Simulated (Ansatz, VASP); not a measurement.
# One calculation of Mn2As2H, two programs

```
As Mn H
1.0
     1.69389    2.93390    0.00000
    -1.69389    2.93390    0.00000
     0.00000    0.00000    6.99070
As Mn H
2 2 1
Cartesian
  0.0000 1.9559 1.5001
  0.0000 3.9119 5.4906
  0.0000 1.9559 4.0498
  0.0000 3.9119 2.9409
  0.0000 0.0000 0.0000
```

Alike in both runs: functional PBE; k mesh 5 × 5 × 3; occupations fermi-dirac, width 0.1255 eV; no spin polarisation.

Ansatz relaxed the structure, and its values are those at the end. VASP's run is a single point on that final structure, the one shown.

```csv
,VASP,Ansatz
version,VASP 6.6.1,Ansatz 0.2.0
potentials or method,"VASP PAW PBE potentials, release 64 (As, Mn_pv, H), cutoff 520 eV",PAW plane waves
valence electrons in the cell,37,61
```

|  | VASP | Ansatz | Ansatz less VASP |
| --- | --- | --- | --- |
| gap on the k mesh at the Fermi level (eV) | none | none | - |
| pressure (GPa) | 0.2 | 0.0 | -0.16 |
| rms of the force components (eV/Å) | 0.016 | 0.000 | -0.0160 |

A gap of «none» marks a metal or a gap that the smearing closes. VASP's potentials hold 37 valence electrons a cell and Ansatz's 61, so a difference there can come from the potentials and not from the codes. Ansatz's warnings: structure snapped to symmetry.

The k mesh is coarse, so the values compare programs but aren't converged.
